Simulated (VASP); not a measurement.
# Ru (P6_3/mmc) in VASP: notebook, part 2 of 2

VASP 6.6.1. Earlier steps stand in the parts before.

**5. Single point, PBE-based screened hybrid with 25 % exact exchange**

This run uses another cell than the first one, of 13.03 Å³/atom.

The input, POSCAR:

```
Ru
1.0
    2.6692306523      0.0000000000      0.0000000000
   -1.3346153261      2.3116215535      0.0000000000
    0.0000000000      0.0000000000      4.2240293924
Ru
2
Direct
    0.6666666667      0.3333333333      0.7500000000
    0.3333333333      0.6666666667      0.2500000000
```

The input, INCAR.step1:

```
  PREC = Accurate
  ENCUT = 520
  EDIFF = 1E-5
  ISMEAR = -1
  SIGMA = 0.05
  LREAL = False
  LASPH = True
  NELM = 80
  ALGO = Normal
  ISIF = 2
  LWAVE = True
  NBANDS = 21
  GGA = PE
```

The input, INCAR.step2:

```
  PREC = Accurate
  ENCUT = 520
  EDIFF = 1E-7
  ISMEAR = -1
  SIGMA = 0.05
  LREAL = False
  LASPH = True
  NELM = 80
  ALGO = Normal
  ISIF = 2
  LWAVE = False
  LCHARG = True
  GGA = PE
  LHFCALC = True
  AEXX = 0.25
  HFSCREEN = 0.3
  PRECFOCK = Normal
  LELF = True
  LVHAR = True
  NBANDS = 21
  ISTART = 1
```

The input, KPOINTS:

```
Automatic mesh
0
Gamma
  6 6 3
```

Potentials or basis: VASP PAW PBE potentials, release 64 (Ru_pv).

The run is started by

```sh
$ cat potpaw_PBE.64/Ru_pv/POTCAR > POTCAR
$ cp INCAR.step1 INCAR
$ mpirun -np 1 vasp_std > vasp.out
$ cp INCAR.step2 INCAR
$ mpirun -np 1 vasp_std > vasp.out
```

OUTCAR:

```text
PREC = Accurate
   ENCUT = 520
   EDIFF = 1E-7
   ISMEAR = -1
   LREAL = False
   LASPH = True
   NELM = 80
   ISIF = 2
   GGA = PE
   LHFCALC = True
   AEXX = 0.25
   HFSCREEN = 0.3
   PRECFOCK = Normal
   ISTART = 1

 ion  position               nearest neighbor table
   1  0.667  0.333  0.750-   2 2.61   2 2.61   2 2.61   2 2.61   2 2.61   2 2.61
   2  0.333  0.667  0.250-   1 2.61   1 2.61   1 2.61   1 2.61   1 2.61   1 2.61

  LATTYP: Found a hexagonal cell.
 ALAT       =     2.6692306523
 C/A-ratio  =     1.5824894671

  Lattice vectors:

 A1 = (   2.6692306523,   0.0000000000,   0.0000000000)
 A2 = (  -1.3346153261,   2.3116215535,   0.0000000000)
 A3 = (   0.0000000000,   0.0000000000,   4.2240293924)

Analysis of symmetry for initial positions (statically):
=====================================================================
 Subroutine PRICEL returns:
 Original cell was already a primitive cell.

 Routine SETGRP: Setting up the symmetry group for a
 hexagonal supercell.
[... 160 lines left out ...]
  ext. energy  EPLUGINS =         0.00000000
  ---------------------------------------------------
  free energy    TOTEN  =       -20.93662942 eV

  energy without entropy =      -20.92766878  energy(sigma->0) =      -20.93214910

 E-fermi :  13.2696     XC(G=0): -11.8300

 val. band max:       13.2276509342   @ k =   0.1667   0.1667   0.0000
 cond. band min:      13.3636630061   @ k =   0.1667  -0.0000   0.3333
 fundamental gap:      0.1360120718
 Fermi energy:        13.2695638554

 k-point     1 :       0.0000    0.0000    0.0000
  band No.  band energies     occupation
      1     -33.4990      2.00000
      2     -32.2835      2.00000
      3     -32.2835      2.00000
      4     -32.0608      2.00000
      5     -32.0608      2.00000
      6     -31.9928      2.00000
[... 325 lines left out ...]
     20      27.2516      0.00000
     21      27.2518      0.00000

------------------------ aborting loop because EDIFF is reached ----------------------------------------

  FORCE on cell =-STRESS in cart. coord.  units (eV):
  Direction    XX          YY          ZZ          XY          YZ          ZX
  --------------------------------------------------------------------------------------
  -------------------------------------------------------------------------------------
  Total        1.5952559      1.5952559      0.4721603      0.0000000     -0.0000000      0.0000000
  in kB       98.0643530     98.0643530     29.0248699      0.0000000     -0.0000000      0.0000000
  external PRESSURE =      75.0511920 kB  Pullay stress =       0.0000000 kB

 VOLUME and BASIS-vectors are now :
 -----------------------------------------------------------------------------
  energy-cutoff  :      520.00
  volume of cell :       26.06
      direct lattice vectors                 reciprocal lattice vectors
     2.669230652  0.000000000  0.000000000     0.374639786  0.216298381  0.000000000
    -1.334615326  2.311621554  0.000000000     0.000000000  0.432596762  0.000000000
     0.000000000  0.000000000  4.224029392     0.000000000  0.000000000  0.236740777

 POSITION                                       TOTAL-FORCE (eV/Angst)
 -----------------------------------------------------------------------------------
      1.33462      0.77054      3.16802         0.000000      0.000000     -0.000000
     -0.00000      1.54108      1.05601        -0.000000     -0.000000      0.000000
 -----------------------------------------------------------------------------------
    total drift:                               -0.000000      0.000000     -0.000000

  FREE ENERGIE OF THE ION-ELECTRON SYSTEM (eV)
  ---------------------------------------------------
  free  energy   TOTEN  =       -20.9366294243 eV

  energy  without entropy=      -20.9276687828  energy(sigma->0) =      -20.93214910
```

OUTCAR.step1:

```text
PREC = Accurate
   ENCUT = 520
   EDIFF = 1E-5
   ISMEAR = -1
   LREAL = False
[... 548 lines left out ...]
      1.33462      0.77054      3.16802         0.000000      0.000000      0.000000
     -0.00000      1.54108      1.05601        -0.000000     -0.000000      0.000000
 -----------------------------------------------------------------------------------
    total drift:                               -0.000000      0.000000     -0.000000

  FREE ENERGIE OF THE ION-ELECTRON SYSTEM (eV)
  ---------------------------------------------------
  free  energy   TOTEN  =       -18.3035061255 eV

  energy  without entropy=      -18.2941790544  energy(sigma->0) =      -18.29884259
```

OSZICAR.step1:

```text
N       E                     dE             d eps       ncg     rms          rms(c)
DAV:   1     0.289392699894E+03    0.28939E+03   -0.17862E+04   588   0.149E+03
DAV:   2    -0.137924430162E+02   -0.30319E+03   -0.29369E+03   601   0.447E+02
DAV:   3    -0.195453095095E+02   -0.57529E+01   -0.57147E+01   678   0.693E+01
DAV:   4    -0.195877390939E+02   -0.42430E-01   -0.42372E-01   749   0.565E+00
DAV:   5    -0.195881854497E+02   -0.44636E-03   -0.44308E-03   668   0.527E-01    0.197E+01
DAV:   6    -0.184145370474E+02    0.11736E+01   -0.25124E+00   648   0.156E+01    0.593E+00
DAV:   7    -0.183112444448E+02    0.10329E+00   -0.43195E-01   688   0.534E+00    0.112E+00
DAV:   8    -0.183039207046E+02    0.73237E-02   -0.21058E-02   623   0.104E+00    0.288E-01
DAV:   9    -0.183034969803E+02    0.42372E-03   -0.12243E-03   673   0.375E-01    0.367E-02
DAV:  10    -0.183035061255E+02   -0.91451E-05   -0.66162E-05   663   0.847E-02
   1 F= -.18303506E+02 E0= -.18298843E+02  d E =-.932707E-02
```

Wall time 17 min (1 thread of Intel Xeon Platinum 8488C (Sapphire Rapids), shared host); peak memory 0.25 GiB.

Results:

* Free energy: -20.9366 eV
* Pressure: 7.5 GPa
* Band gap on the k mesh: zero (bands 14 and 15 overlap by 3.80 eV)

Stress tensor (GPa, compression positive):
```
9.81 0.00 0.00
0.00 9.81 0.00
0.00 0.00 2.90
```

Caveat: the k points lie up to 0.50 Å⁻¹ apart, too coarse for converged energies and pressures of a metal; the PAW data sets were made with another functional, which shifts forces and pressure a little.

**6. Single point, LDA**

This run uses another cell than the first one, of 13.09 Å³/atom.

The input, INCAR:

```
SYSTEM = Ru
ALGO = Normal
EDIFF = 1E-6
ENCUT = 520
GGA = CA
ISIF = 2
ISMEAR = -1
LASPH = .TRUE.
LCHARG = .TRUE.
LELF = .TRUE.
LREAL = .FALSE.
LVHAR = .TRUE.
LWAVE = .FALSE.
NBANDS = 21
NELM = 80
PREC = Accurate
SIGMA = 0.05
```

The input, KPOINTS:

```
k-points
0
G
  11 11 6
  0 0 0
```

The input, POSCAR:

```
Ru
1.0
    2.6732581370      0.0000000000      0.0000000000
   -1.3366290685      2.3151094575      0.0000000000
    0.0000000000      0.0000000000      4.2297277235
Ru
2
Direct
    0.6666666667      0.3333333333      0.7500000000
    0.3333333333      0.6666666667      0.2500000000
```

Potentials or basis: VASP PAW LDA potentials, release 64 (Ru_pv).

The run is started by

```sh
$ cat potpaw_LDA.64/Ru_pv/POTCAR > POTCAR
$ mpirun -np 1 vasp_std > vasp.out
```

Wall time 37 s (1 thread of Intel Xeon 8259CL, shared host); peak memory 0.14 GiB.

Results (log left out):

| Item | Value |
| --- | --- |
| Free energy | -21.3861 eV |
| Pressure | 1.0 GPa |
| Band gap on the k mesh | zero (bands 14 and 15 overlap by 3.26 eV) |

Stress tensor (GPa, compression positive):
```
0.95 0.00 0.00
0.00 0.95 0.00
0.00 0.00 1.07
```

Levels at points of the mesh, in eV from the Fermi level:
| k point | band 11 | band 12 | band 13 | band 14 | band 15 | band 16 | band 17 | band 18 |
| --- | --- | --- | --- | --- | --- | --- | --- | --- |
| (0.00, 0.00, 0.00) | -2.50 | -1.96 | -1.96 | -1.40 | -1.40 | 1.33 | 1.33 | 1.41 |
| (0.00, 0.00, 0.50) | -2.86 | -2.86 | -2.77 | -2.77 | 0.66 | 0.66 | 0.66 | 0.66 |

**7. Overview**

| level | potentials or basis | cell | k mesh | grid for exact exchange (PRECFOCK) | share of exact exchange | screening parameter | gap on the mesh (eV) | pressure (GPa) |
| --- | --- | --- | --- | --- | --- | --- | --- | --- |
| BHLYP | VASP PAW PBE potentials, release 64 (Ru_pv) | a = 2.651, b = 2.651, c = 4.194 Å, angles 90.0, 90.0, 120.0°, 2 atoms | 6 × 6 × 3 | Normal | 0.5 | - | none | 17.5 |
| BHLYP | VASP PAW PBE potentials, release 64 (Ru_pv) | a = 2.669, b = 2.669, c = 4.224 Å, angles 90.0, 90.0, 120.0°, 2 atoms | 6 × 6 × 3 | Normal | 0.5 | - | none | 8.4 |
| PBE-based screened hybrid with 25 % exact exchange | VASP PAW PBE potentials, release 64 (Ru_pv) | a = 2.651, b = 2.651, c = 4.194 Å, angles 90.0, 90.0, 120.0°, 2 atoms | 6 × 6 × 3 | Normal | 0.25 | 0.3 1/Å | none | 16.2 |
| PBE-based screened hybrid with 25 % exact exchange | VASP PAW PBE potentials, release 64 (Ru_pv) | a = 2.669, b = 2.669, c = 4.224 Å, angles 90.0, 90.0, 120.0°, 2 atoms | 6 × 6 × 3 | Normal | 0.25 | 0.3 1/Å | none | 7.5 |
| LDA | VASP PAW LDA potentials, release 64 (Ru_pv) | a = 2.673, b = 2.673, c = 4.230 Å, angles 90.0, 90.0, 120.0°, 2 atoms | 11 × 11 × 6 | - | - | - | none | 1.0 |

Alike in all rows: task single point; no spin polarisation; cutoff (eV) 520; smearing fermi-dirac 0.05 eV.

Caveats: some runs use coarse meshes; the PAW data sets were made with another functional, which shifts forces and pressure a little (at least some runs).

Total energies depend on the potentials used, so only differences within one code and one set of settings carry meaning.
